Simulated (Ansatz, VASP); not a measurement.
**One calculation of Ca, two programs**

```
CELL_PARAMETERS angstrom
-3.39862 3.39977 1.82513
3.39977 -3.39862 1.82513
3.39722 3.39722 -1.82302
ATOMIC_POSITIONS crystal
Ca 0.99998 0.00002 0.00000
Ca 0.75002 0.24998 0.50000
```

Alike in both runs: task single point; functional BLYP; k mesh 11 × 11 × 7; occupations fermi-dirac, width 0.1 eV; no spin polarisation.

|  | VASP | Ansatz |
| --- | --- | --- |
| version | VASP 6.6.1 | Ansatz 0.2.0 |
| potentials or method | VASP PAW PBE potentials, release 64 (Ca_sv), cutoff 520 eV | plane waves (420 eV) with PAW, scalar-relativistic |
| valence electrons in the cell | 20 | 20 |

Ansatz gave:

| Property | Result |
| --- | --- |
| pressure (GPa) | 0.5 |
| traceless stress, the component that is largest in VASP (GPa) | 0.07 |

**Question.** Estimate VASP's values.

**Answer.** Pressure (GPa): 0.5; traceless stress, the component that is largest in VASP (GPa): 0.08.

VASP's potentials were made for PBE, not for BLYP. The functional is the same, so the differences come from potentials, cutoffs and numerics.
